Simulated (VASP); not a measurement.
# Ti3H (Fm-3m) in VASP: a series of runs

The runs below take Ti3H through single point, relaxation of cell and atoms, with PBE.

Program: VASP 6.6.1. These are calculated values, not measurements. Logs are shortened: lines on timing, memory, paths and dates and some standing lists are left out, and cuts for length are marked.

## 1. The cell of the first run

It takes space group Fm-3m (No. 225, cubic). The conventional cell has a = 6.130 Å, b = 6.130 Å, c = 6.130 Å, α = 90.00°, β = 90.00°, γ = 90.00°. Within 3.5 Å of Ti (site symmetry -43m) lie 10 Ti at 2.65 to 3.06 Å and 4 H at 2.65 Å. Ti (site symmetry m-3m) has 8 Ti at 2.65 Å and 6 H at 3.06 Å within 3.5 Å. H (site symmetry m-3m) has 14 Ti at 2.65 to 3.06 Å within 3.5 Å.

## 2. Single point, PBE

The input, INCAR:

```
SYSTEM = Ti3H
  ALGO = Normal
  EDIFF = 1E-6
  ENCUT = 520
  GGA = PE
  ISIF = 2
  ISMEAR = 0
  LASPH = .TRUE.
  LCHARG = .TRUE.
  LELF = .TRUE.
  LREAL = .FALSE.
  LVHAR = .TRUE.
  LWAVE = .FALSE.
  NBANDS = 26
  NELM = 80
  PREC = Accurate
  SIGMA = 0.1
```

The input, KPOINTS:

```
k-points
0
G
  6 6 6
  0 0 0
```

The input, POSCAR:

```
Ti3H
1.0
    0.0000000000      3.0647930850      3.0647930850
    3.0647930850      0.0000000000      3.0647930850
    3.0647930850      3.0647930850      0.0000000000
Ti H
3 1
Direct
    0.2500000000      0.2500000000      0.2500000000
    0.7500000000      0.7500000000      0.7500000000
    0.5000000000      0.5000000000      0.5000000000
    0.0000000000      0.0000000000      0.0000000000
```

Potentials or basis: VASP PAW PBE potentials, release 64 (Ti_sv, H).

Launch:

```
> cat potpaw_PBE.64/Ti_sv/POTCAR potpaw_PBE.64/H/POTCAR > POTCAR
> mpirun -np 1 vasp_std > vasp.out
```

OUTCAR:

```text
SYSTEM = Ti3H
   EDIFF = 1E-6
   ENCUT = 520
   GGA = PE
   ISIF = 2
   ISMEAR = 0
   LASPH = .TRUE.
   LREAL = .FALSE.
   NELM = 80
   PREC = Accurate

 ion  position               nearest neighbor table
   1  0.250  0.250  0.250-   3 2.65   3 2.65   3 2.65   3 2.65
   2  0.750  0.750  0.750-   3 2.65   3 2.65   3 2.65   3 2.65
   3  0.500  0.500  0.500-   1 2.65   1 2.65   1 2.65   1 2.65   2 2.65   2 2.65   2 2.65   2 2.65

   4  0.000  0.000  0.000-

  LATTYP: Found a face centered cubic cell.
 ALAT       =     6.1295861700

  Lattice vectors:

 A1 = (   0.0000000000,   3.0647930850,   3.0647930850)
 A2 = (   3.0647930850,   0.0000000000,   3.0647930850)
 A3 = (   3.0647930850,   3.0647930850,   0.0000000000)

Analysis of symmetry for initial positions (statically):
=====================================================================
 Subroutine PRICEL returns:
 Original cell was already a primitive cell.

 Routine SETGRP: Setting up the symmetry group for a
 face centered cubic supercell.

 Subroutine GETGRP returns: Found 48 space group operations
 (whereof 48 operations were pure point group operations)
 out of a pool of 48 trial point group operations.

The static configuration has the point symmetry O_h .

Analysis of symmetry for dynamics (positions and initial velocities):
=====================================================================
 Subroutine PRICEL returns:
 Original cell was already a primitive cell.

 Routine SETGRP: Setting up the symmetry group for a
 face centered cubic supercell.

 Subroutine GETGRP returns: Found 48 space group operations
 (whereof 48 operations were pure point group operations)
 out of a pool of 48 trial point group operations.

The dynamic configuration has the point symmetry O_h .

 Subroutine INISYM returns: Found 48 space group operations
 (whereof 48 operations are pure point group operations),
 and found     1 'primitive' translations

----------------------------------------------------------------------------------------

                                     Primitive cell

  volume of cell :      57.5749

  direct lattice vectors                    reciprocal lattice vectors
[... 76 lines left out ...]
   ISPIN  =      1    spin polarized calculation?
   LNONCOLLINEAR =      F non collinear calculations
   LSORBIT =      F    spin-orbit coupling
   LASPH  =      T    aspherical Exc in radial PAW
   ENCUT  =  520.0 eV  38.22 Ry    6.18 a.u.   8.06  8.06  8.06*2*pi/ulx,y,z
   NELM   =     80;   NELMIN=  2; NELMDL= -5     # of ELM steps
   EDIFF  = 0.1E-05   stopping-criterion for ELM
   LREAL  =      F    real-space projection
   EDIFFG = 0.1E-04   stopping-criterion for IOM
   NSW    =      0    number of steps for IOM
   IBRION =     -1    ionic relax: 0-MD 1-quasi-New 2-CG
   NFREE  =      0    steps in history (QN), initial steepest desc. (CG)
   ISIF   =      2    stress and relaxation
   ISYM   =      2    0-nonsym 1-usesym 2-fastsym
   POTIM  = 0.5000    time-step for ionic-motion
   TEBEG  =    0.0;   TEEND  =   0.0 temperature during run
   PSTRESS=    0.0 pullay stress
   NELECT =      37.0000    total number of electrons
   NUPDOWN=      -1.0000    fix difference up-down
   EMIN   =  10.00;   EMAX   =-10.00  energy-range for DOS
   EFERMI =   0.00;   METHOD = LEGACY
   ISMEAR =     0;   SIGMA  =   0.10  broadening in eV -4-tet -1-fermi 0-gaus
   EFERMI_NEDOS =   21; number of points for ismear=-14 and -15
   IALGO  =     38    algorithm
   IMIX   =      4    mixing-type and parameters
     AMIX     =   0.40;   BMIX     =  1.00
     AMIX_MAG =   1.60;   BMIX_MAG =  1.00
  volume/ion in A,a.u.               =      14.39        97.13
  Fermi-wavevector in a.u.,A,eV,Ry     =   1.412747  2.669704 27.155225  1.995853
  Thomas-Fermi vector in A             =   2.534463
   LORBIT       =      0    0 simple, 1 ext, 2 COOP (PROOUT), +10 PAW based schemes
   GGA     = PE    functional components
   LHFCALC =     F    Hartree Fock is set to
   AEXX    =    0.0000 exact exchange contribution
   IVDW    =     0    specifies the selected vdW correction
   LEPSILON=     F    determine dielectric tensor
   LRPA    =     F    only Hartree local field effects (RPA)
 non-spin polarized calculation
 Gauss-broadening in eV      SIGMA  =   0.10
  energy-cutoff  :      520.00
  volume of cell :       57.57
 maximum number of plane-waves:      1572
   NGX = 17   NGY = 17   NGZ = 17

 number of electron      36.9999981 magnetization

 Free energy of the ion-electron system (eV)
  ---------------------------------------------------
  ext. energy  EPLUGINS =         0.00000000
  ---------------------------------------------------
  free energy    TOTEN  =       -23.79227775 eV

  energy without entropy =      -23.74589105  energy(sigma->0) =      -23.76908440

 E-fermi :   7.4063     XC(G=0): -11.1704

 val. band max:        7.3714144216   @ k =  -0.3333   0.1667   0.0000
 cond. band min:       7.4100509169   @ k =  -0.3333   0.5000   0.1667
 fundamental gap:      0.0386364953
 Fermi energy:         7.4063254200

 k-point     1 :       0.0000    0.0000    0.0000
  band No.  band energies     occupation
      1     -49.1013      2.00000
      2     -48.9933      2.00000
      3     -48.4383      2.00000
      4     -25.4071      2.00000
      5     -25.4071      2.00000
      6     -25.4071      2.00000
[... 453 lines left out ...]
     25       9.7878      0.00000
     26      10.6125      0.00000

------------------------ aborting loop because EDIFF is reached ----------------------------------------

  FORCE on cell =-STRESS in cart. coord.  units (eV):
  Direction    XX          YY          ZZ          XY          YZ          ZX
  --------------------------------------------------------------------------------------
  -------------------------------------------------------------------------------------
  Total       -0.0260149     -0.0260149     -0.0260149      0.0000000      0.0000000      0.0000000
  in kB       -0.7239341     -0.7239341     -0.7239341      0.0000000      0.0000000      0.0000000
  external PRESSURE =      -0.7239341 kB  Pullay stress =       0.0000000 kB

 VOLUME and BASIS-vectors are now :
 -----------------------------------------------------------------------------
  energy-cutoff  :      520.00
  volume of cell :       57.57
      direct lattice vectors                 reciprocal lattice vectors
     0.000000000  3.064793085  3.064793085    -0.163143151  0.163143151  0.163143151
     3.064793085  0.000000000  3.064793085     0.163143151 -0.163143151  0.163143151
     3.064793085  3.064793085  0.000000000     0.163143151  0.163143151 -0.163143151

 POSITION                                       TOTAL-FORCE (eV/Angst)
 -----------------------------------------------------------------------------------
      1.53240      1.53240      1.53240         0.000000      0.000000      0.000000
      4.59719      4.59719      4.59719        -0.000000     -0.000000     -0.000000
      3.06479      3.06479      3.06479        -0.000000      0.000000      0.000000
      0.00000      0.00000      0.00000        -0.000000      0.000000      0.000000
 -----------------------------------------------------------------------------------
    total drift:                               -0.000000     -0.000000      0.000000

  FREE ENERGIE OF THE ION-ELECTRON SYSTEM (eV)
  ---------------------------------------------------
  free  energy   TOTEN  =       -23.7922777535 eV

  energy  without entropy=      -23.7458910518  energy(sigma->0) =      -23.76908440
```

stdout:

```text
POSCAR found type information on POSCAR TiH
 POSCAR found :  2 types and       4 ions
 scaLAPACK will be used
 LDA part: xc-table for (Slater+PW92), standard interpolation
 POSCAR, INCAR and KPOINTS ok, starting setup
 FFT: planning ... GRIDC
 FFT: planning ... GRID_SOFT
 FFT: planning ... GRID
 WAVECAR not read
 entering main loop
```

Run time: 27 s. Hardware: 1 thread of AMD EPYC 7R13 (Zen 3), shared host; peak memory 0.15 GiB.

What came out:

```yaml
Free_energy: -23.7923 eV
Pressure: -0.1 GPa
```

## 3. Relaxation of cell and atoms, PBE

This run uses another cell than the first one, of 12.77 Å³/atom, 0.887 times its volume.

The input, INCAR:

```
ALGO = Normal
EDIFF = 1E-6
EDIFFG = -0.04
ENCUT = 600
GGA = PE
IBRION = 2
ISIF = 3
ISMEAR = 0
LASPH = T
LCHARG = F
LREAL = F
LWAVE = F
NELM = 60
NSW = 90
PREC = Accurate
SIGMA = 0.1
```

The input, KPOINTS:

```
k-points
0
Gamma
  6 6 6
```

The input, POSCAR:

```
Ti3H
1.0
    0.0000000000      2.9448449300      2.9448449300
    2.9448449300      0.0000000000      2.9448449300
    2.9448449300      2.9448449300      0.0000000000
Ti H
3 1
Direct
    0.2500000000      0.2500000000      0.2500000000
    0.7500000000      0.7500000000      0.7500000000
    0.5000000000      0.5000000000      0.5000000000
    0.0000000000      0.0000000000      0.0000000000
```

Potentials or basis: VASP PAW PBE potentials, release 64 (Ti_sv, H).

Launch:

```
> cat potpaw_PBE.64/Ti_sv/POTCAR potpaw_PBE.64/H/POTCAR > POTCAR
> mpirun -np 1 vasp_std > vasp.out
```

OUTCAR:

```text
EDIFF = 1E-6
   EDIFFG = -0.04
   ENCUT = 600
   GGA = PE
   IBRION = 2
   ISIF = 3
   ISMEAR = 0
   LASPH = T
   LREAL = F
   NELM = 60
   NSW = 90
   PREC = Accurate

 ion  position               nearest neighbor table
   1  0.250  0.250  0.250-   3 2.55   3 2.55   3 2.55   3 2.55
   2  0.750  0.750  0.750-   3 2.55   3 2.55   3 2.55   3 2.55
   3  0.500  0.500  0.500-   1 2.55   1 2.55   1 2.55   2 2.55   2 2.55   2 2.55   2 2.55   1 2.55

   4  0.000  0.000  0.000-

  LATTYP: Found a face centered cubic cell.
 ALAT       =     5.8896898600

  Lattice vectors:

 A1 = (   0.0000000000,   2.9448449300,   2.9448449300)
 A2 = (   2.9448449300,   0.0000000000,   2.9448449300)
 A3 = (   2.9448449300,   2.9448449300,   0.0000000000)

Analysis of symmetry for initial positions (statically):
=====================================================================
 Subroutine PRICEL returns:
 Original cell was already a primitive cell.

 Routine SETGRP: Setting up the symmetry group for a
 face centered cubic supercell.

 Subroutine GETGRP returns: Found 48 space group operations
 (whereof 48 operations were pure point group operations)
 out of a pool of 48 trial point group operations.

The static configuration has the point symmetry O_h .
[... 147 lines left out ...]

--------------------------------------- Ionic step        1  -------------------------------------------

 number of electron      37.0000003 magnetization

 Free energy of the ion-electron system (eV)
  ---------------------------------------------------
  ext. energy  EPLUGINS =         0.00000000
  ---------------------------------------------------
  free energy    TOTEN  =       -23.56665368 eV

  energy without entropy =      -23.53007537  energy(sigma->0) =      -23.54836452

------------------------ aborting loop because EDIFF is reached ----------------------------------------

  FORCE on cell =-STRESS in cart. coord.  units (eV):
  Direction    XX          YY          ZZ          XY          YZ          ZX
  --------------------------------------------------------------------------------------
  -------------------------------------------------------------------------------------
  Total        3.8349592      3.8349592      3.8349592      0.0000000      0.0000000     -0.0000000
  in kB      120.2967924    120.2967924    120.2967924      0.0000000      0.0000000     -0.0000000
  external PRESSURE =     120.2967924 kB  Pullay stress =       0.0000000 kB
[... 63 lines left out ...]
--------------------------------------- Ionic step        3  -------------------------------------------

 number of electron      37.0000008 magnetization

 Free energy of the ion-electron system (eV)
  ---------------------------------------------------
  ext. energy  EPLUGINS =         0.00000000
  ---------------------------------------------------
  free energy    TOTEN  =       -23.78901294 eV

  energy without entropy =      -23.74274960  energy(sigma->0) =      -23.76588127

 E-fermi :   7.4212     XC(G=0): -11.1773

 val. band max:        7.3860573046   @ k =  -0.3333   0.1667   0.0000
 cond. band min:       7.4247655010   @ k =  -0.3333   0.5000   0.1667
 fundamental gap:      0.0387081965
 Fermi energy:         7.4212333158

 k-point     1 :       0.0000    0.0000    0.0000
  band No.  band energies     occupation
      1     -49.0832      2.00000
      2     -48.9744      2.00000
      3     -48.4191      2.00000
      4     -25.3895      2.00000
      5     -25.3895      2.00000
      6     -25.3895      2.00000
[... 420 lines left out ...]
  FREE ENERGIE OF THE ION-ELECTRON SYSTEM (eV)
  ---------------------------------------------------
  free  energy   TOTEN  =       -23.7890129447 eV

  energy  without entropy=      -23.7427496023  energy(sigma->0) =      -23.76588127

 reached required accuracy - stopping structural energy minimisation
```

OSZICAR:

```text
N       E                     dE             d eps       ncg     rms          rms(c)
DAV:   1     0.452953812222E+03    0.45295E+03   -0.20837E+04   704   0.225E+03
DAV:   2     0.327564037195E+02   -0.42020E+03   -0.41628E+03   704   0.609E+02
DAV:   3    -0.183521096379E+02   -0.51109E+02   -0.50024E+02  1394   0.172E+02
[... 36 lines left out ...]
DAV:   8    -0.237889518814E+02   -0.15980E-03   -0.68626E-04  1148   0.173E-01    0.329E-02
DAV:   9    -0.237889967483E+02   -0.44867E-04   -0.97287E-05   936   0.797E-02    0.109E-02
DAV:  10    -0.237890109240E+02   -0.14176E-04   -0.43507E-05   968   0.414E-02    0.438E-03
DAV:  11    -0.237890124677E+02   -0.15437E-05   -0.41419E-06   792   0.161E-02    0.214E-03
DAV:  12    -0.237890129447E+02   -0.47703E-06   -0.68911E-07   538   0.780E-03
   3 F= -.23789013E+02 E0= -.23765881E+02  d E =-.222359E+00
```

Run time: 91 s. Hardware: 1 thread of AMD EPYC 7R13 (Zen 3), shared host; peak memory 0.18 GiB.

What came out:

```yaml
Free_energy: -23.7890 eV
Relaxed_volume: 14.37 Å³/atom
Relaxed_cell: a = 4.332 Å, b = 4.332 Å, c = 4.332 Å, α = 60.00°, β = 60.00°, γ = 60.00°
Space_group_after_relaxing_to_0.05_Å: Fm-3m (No. 225)
Energy_gained_by_relaxing: 55.6 meV/atom
Ionic_steps: 3
Pressure_after_relaxing: 0.0 GPa
```

Step by step:
| step | energy change (eV) | largest force (eV/Å) | pressure (GPa) | volume (Å³) |
| --- | --- | --- | --- | --- |
| 1 | 0.0000 | 0.0000 | 12.03 | 51.08 |
| 2 | -0.2180 | 0.0000 | -1.38 | 58.50 |
| 3 | -0.2224 | 0.0000 | 0.02 | 57.49 |

Final structure:
```xyz
4
Lattice="0.0000 3.0632 3.0632 3.0632 0.0000 3.0632 3.0632 3.0632 0.0000" Properties=species:S:1:pos:R:3 pbc="T T T"
Ti    1.5316    1.5316    1.5316
Ti    4.5948    4.5948    4.5948
Ti    3.0632    3.0632    3.0632
H     0.0000    0.0000    0.0000
```

Levels at points of the mesh, in eV from the Fermi level:
| k point | band 17 | band 18 | band 19 | band 20 | band 21 | band 22 |
| --- | --- | --- | --- | --- | --- | --- |
| (0.00, 0.00, 0.00) | -0.71 | -0.71 | 0.21 | 0.21 | 0.21 | 1.54 |
| (0.50, 0.00, 0.00) | -0.33 | -0.29 | -0.29 | 0.32 | 0.32 | 1.41 |
| (0.50, 0.50, 0.00) | -0.19 | -0.10 | -0.10 | 1.42 | 1.42 | 1.62 |
